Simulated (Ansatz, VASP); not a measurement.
This is a calculation of Pb for VASP 6.6.1.

Contents of INCAR:

```
PREC     = Accurate       # precision mode
ENCUT    = 520            # plane-wave cutoff, eV
EDIFF    = 1E-6           # SCF threshold, eV
ISMEAR   = -1             # smearing method
SIGMA    = 0.05           # smearing width, eV
LREAL    = False          # projectors in reciprocal space
LASPH    = True           # aspherical terms in the spheres
NELM     = 60             # most SCF steps
ALGO     = Fast           # electronic algorithm
ISIF     = 2              # what is computed and relaxed
LWAVE    = False          # write WAVECAR
LCHARG   = False          # write CHGCAR
GGA      = B5             # functional
ALDAX    = 1.0          
AGGAX    = 1.0          
AGGAC    = 1.0          
ALDAC    = 0.0          
IVDW     = 12             # dispersion correction
VDW_S6   = 1.0          
VDW_S8   = 2.6996       
VDW_A1   = 0.4298       
VDW_A2   = 4.2359       
NBANDS   = 13             # bands
```

Contents of KPOINTS:

```
Automatic mesh
0
Gamma
  9 9 9
```

The input POSCAR:

```
Pb
1.0
    0.0000000000      2.4914113386      2.4914113386
    2.4914113386      0.0000000000      2.4914113386
    2.4914113386      2.4914113386      0.0000000000
Pb
1
Direct
    0.0000000000      0.0000000000      0.0000000000
```

Potentials or basis: VASP PAW PBE potentials, release 64 (Pb_d).

The run is started by

```bash
$ cat potpaw_PBE.64/Pb_d/POTCAR > POTCAR
$ mpirun -np 1 vasp_std > vasp.out
```

**Question.** Set up the same calculation for Ansatz 0.2.0. Potentials there: Ansatz PAW.

**Answer.** As run (the cutoff follows the program's own potentials):

The input input.yaml:

```yaml
crystal:
  lattice:
    - [0.0, 2.4914113386, 2.4914113386]
    - [2.4914113386, 0.0, 2.4914113386]
    - [2.4914113386, 2.4914113386, 0.0]
  atoms:
    - { symbol: Pb, position: [0.0, 0.0, 0.0] }
hamiltonian:
  xc: blyp
  pseudopotentials: { kind: paw }
  dispersion: d3bj
kpoints:
  mp_grid: { grid: [9, 9, 9] }
scf:
  occupations: { method: fermi_dirac, width: 0.05 }
output:
  forces: true
  stress: true
  eigenvalues: true
```

Potentials or basis: Ansatz PAW.

Run with:

```sh
$ ansatz run input.yaml --threads 2 --pin off --max-ram 5120MiB --backend cpu --events-out ev --progress --plain --runs-dir out
```

Both were run:

|  | VASP | Ansatz | Ansatz less VASP |
| --- | --- | --- | --- |
| gap on the k mesh at the Fermi level (eV) | none | none | - |
| pressure (GPa) | -0.1 | -0.3 | -0.16 |

VASP's potentials were made for PBE, not for BLYP. A gap of «none» marks a metal or a gap that the smearing closes.

Spin-orbit coupling is off throughout.
